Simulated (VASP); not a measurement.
# GaGe (F-43m) in VASP: further runs

The runs below take GaGe through single point, with PBE+D3(BJ).

Program: VASP 6.6.1. These are calculated values, not measurements. Logs are shortened: lines on timing, memory, paths and dates and some standing lists are left out, and cuts for length are marked.

**1. The cell of the first run**

Symmetry: F-43m, No. 216, cubic system. Conventional cell: a = 5.637 Å, b = 5.637 Å, c = 5.637 Å, α = 90.00°, β = 90.00°, γ = 90.00°. Ga (site symmetry -43m) has 4 Ge at 2.44 Å within 3.2 Å. Ge (site symmetry -43m) has 4 Ga at 2.44 Å within 3.2 Å.

**2. Single point, PBE+D3(BJ)**

INCAR

```
SYSTEM = GaGe
ALGO = Normal
EDIFF = 1E-6
ENCUT = 520
GGA = PE
ISIF = 2
ISMEAR = 1
IVDW = 12
LASPH = .TRUE.
LCHARG = .FALSE.
LREAL = .FALSE.
LWAVE = .FALSE.
NBANDS = 20
NELM = 60
PREC = Accurate
SIGMA = 0.15
```

KPOINTS

```
k-points
0
G
  7 7 7
  0 0 0
```

POSCAR

```
GaGe
1.0
    0.0000000000      2.8184106945      2.8184106945
    2.8184106945      0.0000000000      2.8184106945
    2.8184106945      2.8184106945      0.0000000000
Ga Ge
1 1
Direct
    0.7500000000      0.7500000000      0.7500000000
    0.0000000000      0.0000000000      0.0000000000
```

Potentials or basis: VASP PAW PBE potentials, release 64 (Ga_d, Ge_d).

Started as:

```console
> cat potpaw_PBE.64/Ga_d/POTCAR potpaw_PBE.64/Ge_d/POTCAR > POTCAR
> mpirun -np 1 vasp_std > vasp.out
```

OUTCAR:

```text
SYSTEM = GaGe
   EDIFF = 1E-6
   ENCUT = 520
   GGA = PE
   ISIF = 2
   ISMEAR = 1
   IVDW = 12
   LASPH = .TRUE.
   LREAL = .FALSE.
   NELM = 60
   PREC = Accurate
 IVDW          = 12

 ion  position               nearest neighbor table
   1  0.750  0.750  0.750-   2 2.44   2 2.44   2 2.44   2 2.44
   2  0.000  0.000  0.000-   1 2.44   1 2.44   1 2.44   1 2.44

  LATTYP: Found a face centered cubic cell.
 ALAT       =     5.6368213890

  Lattice vectors:

 A1 = (   0.0000000000,   2.8184106945,   2.8184106945)
 A2 = (   2.8184106945,   0.0000000000,   2.8184106945)
 A3 = (   2.8184106945,   2.8184106945,   0.0000000000)

Analysis of symmetry for initial positions (statically):
=====================================================================
 Subroutine PRICEL returns:
 Original cell was already a primitive cell.

 Routine SETGRP: Setting up the symmetry group for a
 face centered cubic supercell.

 Subroutine GETGRP returns: Found 24 space group operations
 (whereof 24 operations were pure point group operations)
 out of a pool of 48 trial point group operations.

The static configuration has the point symmetry T_d .

Analysis of symmetry for dynamics (positions and initial velocities):
=====================================================================
 Subroutine PRICEL returns:
 Original cell was already a primitive cell.

 Routine SETGRP: Setting up the symmetry group for a
 face centered cubic supercell.

 Subroutine GETGRP returns: Found 24 space group operations
 (whereof 24 operations were pure point group operations)
 out of a pool of 48 trial point group operations.

The dynamic configuration has the point symmetry T_d .

 Subroutine INISYM returns: Found 24 space group operations
 (whereof 24 operations are pure point group operations),
 and found     1 'primitive' translations

----------------------------------------------------------------------------------------

                                     Primitive cell

  volume of cell :      44.7757

  direct lattice vectors                    reciprocal lattice vectors
     0.000000000  2.818410694  2.818410694    -0.177404947  0.177404947  0.177404947
     2.818410694  0.000000000  2.818410694     0.177404947 -0.177404947  0.177404947
     2.818410694  2.818410694  0.000000000     0.177404947  0.177404947 -0.177404947
[... 73 lines left out ...]
   ISPIN  =      1    spin polarized calculation?
   LNONCOLLINEAR =      F non collinear calculations
   LSORBIT =      F    spin-orbit coupling
   LASPH  =      T    aspherical Exc in radial PAW
   ENCUT  =  520.0 eV  38.22 Ry    6.18 a.u.   7.41  7.41  7.41*2*pi/ulx,y,z
   NELM   =     60;   NELMIN=  2; NELMDL= -5     # of ELM steps
   EDIFF  = 0.1E-05   stopping-criterion for ELM
   LREAL  =      F    real-space projection
   EDIFFG = 0.1E-04   stopping-criterion for IOM
   NSW    =      0    number of steps for IOM
   IBRION =     -1    ionic relax: 0-MD 1-quasi-New 2-CG
   NFREE  =      0    steps in history (QN), initial steepest desc. (CG)
   ISIF   =      2    stress and relaxation
   ISYM   =      2    0-nonsym 1-usesym 2-fastsym
   POTIM  = 0.5000    time-step for ionic-motion
   TEBEG  =    0.0;   TEEND  =   0.0 temperature during run
   PSTRESS=    0.0 pullay stress
   NELECT =      27.0000    total number of electrons
   NUPDOWN=      -1.0000    fix difference up-down
   EMIN   =  10.00;   EMAX   =-10.00  energy-range for DOS
   EFERMI =   0.00;   METHOD = LEGACY
   ISMEAR =     1;   SIGMA  =   0.15  broadening in eV -4-tet -1-fermi 0-gaus
   EFERMI_NEDOS =   21; number of points for ismear=-14 and -15
   IALGO  =     38    algorithm
   IMIX   =      4    mixing-type and parameters
     AMIX     =   0.40;   BMIX     =  1.00
     AMIX_MAG =   1.60;   BMIX_MAG =  1.00
  volume/ion in A,a.u.               =      22.39       151.08
  Fermi-wavevector in a.u.,A,eV,Ry     =   1.383084  2.613649 26.026865  1.912921
  Thomas-Fermi vector in A             =   2.507715
   LORBIT       =      0    0 simple, 1 ext, 2 COOP (PROOUT), +10 PAW based schemes
   GGA     = PE    functional components
   LHFCALC =     F    Hartree Fock is set to
   AEXX    =    0.0000 exact exchange contribution
   IVDW    =    12    specifies the selected vdW correction
   LEPSILON=     F    determine dielectric tensor
   LRPA    =     F    only Hartree local field effects (RPA)
 non-spin polarized calculation
 Methfessel and Paxton  Order N= 1 SIGMA  =   0.15
  energy-cutoff  :      520.00
  volume of cell :       44.78
 maximum number of plane-waves:      1243
 NGX is ok and might be reduce to    30
   NGX = 15   NGY = 15   NGZ = 15

 number of electron      27.0000016 magnetization

 Free energy of the ion-electron system (eV)
  ---------------------------------------------------
  ext. energy  EPLUGINS =         0.00000000
  ---------------------------------------------------
  free energy    TOTEN  =        -7.01711641 eV

  energy without entropy =       -7.01564726  energy(sigma->0) =       -7.01662670

 E-fermi :   3.6662     XC(G=0):  -9.9418

 val. band max:        3.6214165286   @ k =  -0.2857   0.2857   0.0000
 cond. band min:       3.7065498483   @ k =   0.2857   0.1429   0.0000
 fundamental gap:      0.0851333198
 Fermi energy:         3.6662148331

 k-point     1 :       0.0000    0.0000    0.0000
  band No.  band energies     occupation
      1     -20.2375      2.00000
      2     -20.2375      2.00000
      3     -20.2375      2.00000
      4     -20.2124      2.00000
      5     -20.2124      2.00000
      6     -10.6996      2.00000
[... 449 lines left out ...]
     19      15.1213      0.00000
     20      16.3343      0.00000

------------------------ aborting loop because EDIFF is reached ----------------------------------------

 Edisp (eV)   -0.56051

 E8    (eV) :    -0.2582

  FORCE on cell =-STRESS in cart. coord.  units (eV):
  Direction    XX          YY          ZZ          XY          YZ          ZX
  --------------------------------------------------------------------------------------
  -------------------------------------------------------------------------------------
  Total       0.89826     0.89826     0.89826    -0.00000    -0.00000     0.00000
  in kB      32.14185    32.14185    32.14185    -0.00000    -0.00000     0.00000
  external pressure =       32.14 kB  Pullay stress =        0.00 kB

 VOLUME and BASIS-vectors are now :
 -----------------------------------------------------------------------------
  energy-cutoff  :      520.00
  volume of cell :       44.78
      direct lattice vectors                 reciprocal lattice vectors
     0.000000000  2.818410694  2.818410694    -0.177404947  0.177404947  0.177404947
     2.818410694  0.000000000  2.818410694     0.177404947 -0.177404947  0.177404947
     2.818410694  2.818410694  0.000000000     0.177404947  0.177404947 -0.177404947

 POSITION                                       TOTAL-FORCE (eV/Angst)
 -----------------------------------------------------------------------------------
      4.22762      4.22762      4.22762         0.000000      0.000000      0.000000
      0.00000      0.00000      0.00000        -0.000000     -0.000000     -0.000000
 -----------------------------------------------------------------------------------
    total drift:                               -0.000001     -0.000001     -0.000000

  FREE ENERGIE OF THE ION-ELECTRON SYSTEM (eV)
  ---------------------------------------------------
  free  energy   TOTEN  =        -7.5776225216 eV

  energy  without entropy=       -7.5761533737  energy(sigma->0) =       -7.57713281
```

OSZICAR:

```text
N       E                     dE             d eps       ncg     rms          rms(c)
DAV:   1     0.162159186837E+03    0.16216E+03   -0.13893E+04   844   0.313E+03
DAV:   2     0.153456253403E+02   -0.14681E+03   -0.14344E+03   800   0.530E+02
DAV:   3    -0.640935032887E+01   -0.21755E+02   -0.21611E+02   884   0.135E+02
DAV:   4    -0.705016251995E+01   -0.64081E+00   -0.64023E+00   924   0.249E+01
DAV:   5    -0.706057809245E+01   -0.10416E-01   -0.10415E-01   900   0.347E+00    0.237E+00
DAV:   6    -0.702470593548E+01    0.35872E-01   -0.74742E-02  1028   0.422E+00    0.136E+00
DAV:   7    -0.701661492968E+01    0.80910E-02   -0.28304E-02  1052   0.203E+00    0.262E-01
DAV:   8    -0.701691121822E+01   -0.29629E-03   -0.52578E-03   892   0.873E-01    0.597E-02
DAV:   9    -0.701709046941E+01   -0.17925E-03   -0.47265E-04   880   0.261E-01    0.237E-02
DAV:  10    -0.701711046513E+01   -0.19996E-04   -0.42706E-05  1016   0.550E-02    0.874E-03
DAV:  11    -0.701711635266E+01   -0.58875E-05   -0.11025E-05   748   0.254E-02    0.130E-03
DAV:  12    -0.701711641231E+01   -0.59645E-07   -0.66422E-07   592   0.120E-02
   1 F= -.75776225E+01 E0= -.75771328E+01  d E =-.146915E-02
```

Wall time 17 s (1 thread of Intel Xeon Platinum 8259CL at 2.50GHz (Skylake/Cascade Lake), shared host); peak memory 0.18 GiB.

What came out:

```
Free energy                : -7.5776 eV
Pressure                   : 3.2 GPa
Dispersion energy per atom : -0.280 eV
```

Caveat: three body term missing; pairwise dispersion overbinds metals, which lowers pressure and volume.

**3. Single point, PBE+D3(BJ)**

This run uses another cell than the first one, of 23.04 Å³/atom, 1.029 times its volume.

INCAR is that of step 2.

KPOINTS is that of step 2.

POSCAR

```
GaGe
1.0
    0.0000000000      2.8453827706      2.8453827706
    2.8453827706      0.0000000000      2.8453827706
    2.8453827706      2.8453827706      0.0000000000
Ga Ge
1 1
Direct
    0.7500000000      0.7500000000      0.7500000000
    0.0000000000      0.0000000000      0.0000000000
```

Potentials or basis: VASP PAW PBE potentials, release 64 (Ga_d, Ge_d).

Started as:

```console
> cat potpaw_PBE.64/Ga_d/POTCAR potpaw_PBE.64/Ge_d/POTCAR > POTCAR
> mpirun -np 1 vasp_std > vasp.out
```

It took 17 s on 1 thread of Intel Xeon Platinum 8259CL at 2.50GHz (Skylake/Cascade Lake), shared host; peak memory 0.18 GiB.

Results (log left out):

| Property | Result |
| --- | --- |
| Free energy | -7.5965 eV |
| Pressure | 1.4 GPa |
| Dispersion energy per atom | -0.272 eV |

Levels at points of the mesh, in eV from the Fermi level:
```csv
k point,band 11,band 12,band 13,band 14,band 15,band 16,band 17,band 18
"(0.00, 0.00, 0.00)",-10.80,1.84,1.84,1.84,2.65,4.53,4.53,4.53
```

Caveat: three body term missing; pairwise dispersion overbinds metals, which lowers pressure and volume.

**4. Single point, PBE+D3(BJ)**

This run uses another cell than the first one, of 23.69 Å³/atom, 1.058 times its volume.

INCAR

```
PREC = Accurate
ENCUT = 520
EDIFF = 1E-7
ISMEAR = 1
SIGMA = 0.15
LREAL = F
LASPH = T
NELM = 80
ALGO = Normal
ISIF = 2
LWAVE = F
LCHARG = F
GGA = PE
IVDW = 12
NBANDS = 20
```

KPOINTS

```
regular mesh
0
Gamma
  7 7 7
```

POSCAR

```
GaGe
1.0
    0.0000000000      2.8718529676      2.8718529676
    2.8718529676      0.0000000000      2.8718529676
    2.8718529676      2.8718529676      0.0000000000
Ga Ge
1 1
Direct
    0.7500000000      0.7500000000      0.7500000000
    0.0000000000      0.0000000000      0.0000000000
```

Started as:

```console
> cat potpaw_PBE.64/Ga_d/POTCAR potpaw_PBE.64/Ge_d/POTCAR > POTCAR
> mpirun -np 1 vasp_std > vasp.out
```

It took 18 s on 1 thread of Intel Xeon Platinum 8259CL at 2.50GHz (Skylake/Cascade Lake), shared host; peak memory 0.18 GiB.

It converged, with:

* Free energy: -7.6017 eV
* Pressure: -0.2 GPa
* Dispersion energy per atom: -0.264 eV

Levels at points of the mesh, in eV from the Fermi level:
```
           k point  band 11  band 12  band 13  band 14  band 15  band 16  band 17  band 18
(0.00, 0.00, 0.00)   -10.64     1.78     1.78     1.78     2.37     4.47     4.47     4.47
```

Caveat: three body term missing; pairwise dispersion overbinds metals, which lowers pressure and volume.

**5. Single point, PBE+D3(BJ)**

This run uses another cell than the first one, of 24.33 Å³/atom, 1.087 times its volume.

INCAR

```
  PREC = Accurate
  ENCUT = 520
  EDIFF = 1E-6
  ISMEAR = 1
  SIGMA = 0.15
  LREAL = False
  LASPH = True
  NELM = 60
  ALGO = Normal
  ISIF = 2
  LWAVE = False
  LCHARG = False
  GGA = PE
  IVDW = 12
  NBANDS = 20
```

KPOINTS is that of step 4.

POSCAR

```
GaGe
1.0
    0.0000000000      2.8978440000      2.8978440000
    2.8978440000      0.0000000000      2.8978440000
    2.8978440000      2.8978440000      0.0000000000
Ga Ge
1 1
Direct
    0.7500000000      0.7500000000      0.7500000000
    0.0000000000      0.0000000000      0.0000000000
```

Started as:

```console
> cat potpaw_PBE.64/Ga_d/POTCAR potpaw_PBE.64/Ge_d/POTCAR > POTCAR
> mpirun -np 1 vasp_std > vasp.out
```

It took 17 s on 1 thread of Intel Xeon Platinum 8259CL at 2.50GHz (Skylake/Cascade Lake), shared host; peak memory 0.18 GiB.

It converged, with:

```
Free energy                : -7.5952 eV
Pressure                   : -1.5 GPa
Dispersion energy per atom : -0.257 eV
```

Levels at points of the mesh, in eV from the Fermi level:
| k point | band 10 | band 11 | band 12 | band 13 | band 14 | band 15 | band 16 | band 17 | band 18 | band 19 |
| --- | --- | --- | --- | --- | --- | --- | --- | --- | --- | --- |
| (0.00, 0.00, 0.00) | -14.25 | -10.49 | 1.73 | 1.73 | 1.73 | 2.10 | 4.41 | 4.41 | 4.41 | 7.73 |

Caveat: three body term missing; pairwise dispersion overbinds metals, which lowers pressure and volume.

**6. Overview**

| cell | gap on the mesh (eV) | pressure (GPa) |
| --- | --- | --- |
| a = 3.986 Å, angles 60.0°, 2 atoms | none | 3.2 |
| a = 4.024 Å, angles 60.0°, 2 atoms | none | 1.4 |
| a = 4.061 Å, angles 60.0°, 2 atoms | none | -0.2 |
| a = 4.098 Å, angles 60.0°, 2 atoms | none | -1.5 |

Alike in all rows: task single point; level PBE+D3(BJ); potentials or basis VASP PAW PBE potentials, release 64 (Ga_d, Ge_d); no spin polarisation; k mesh 7 × 7 × 7; cutoff (eV) 520; smearing methfessel-paxton 0.15 eV.

Caveats: three body term missing; pairwise dispersion overbinds metals, which lowers pressure and volume.

Total energies depend on the potentials used, so only differences within one code and one set of settings carry meaning.
